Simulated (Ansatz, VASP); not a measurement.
# One calculation of CdTeS4, two programs

```
Cd Te S
1.0
    -3.12834    3.12834    4.27922
     3.12834   -3.12834    4.27922
     3.12834    3.12834   -4.27922
Cd Te S
1 1 4
Direct
  0.00000 0.00000 0.00000
  0.50000 0.50000 0.00000
  0.50000 0.50000 0.50000
  0.00000 0.00000 0.50000
  0.50000 0.00000 0.00000
  0.00000 0.50000 0.00000
```

Alike in both runs: task single point; functional PBE; k mesh 4 × 4 × 4; occupations gaussian, width 0.1 eV; no spin polarisation.

|  | VASP | Ansatz |
| --- | --- | --- |
| version | VASP 6.6.1 | Ansatz 0.2.0 |
| potentials or method | VASP PAW PBE potentials, release 64 (Cd, Te, S), cutoff 520 eV | scalar-relativistic, plane waves, PAW |
| valence electrons in the cell | 42 | 60 |

```csv
,VASP,Ansatz,Ansatz less VASP
gap on the k mesh at the Fermi level (eV),none,none,-
pressure (GPa),-8.4,-8.4,+0.01
"traceless stress, the component that is largest in VASP (GPa)",-3.24,-3.25,-0.013
```

A gap of «none» marks a metal or a gap that the smearing closes. The functional is the same, so the differences come from potentials, cutoffs and numerics. VASP's potentials hold 42 valence electrons a cell and Ansatz's 60, so a difference there can come from the potentials and not from the codes.

Neither program's run includes spin-orbit coupling.
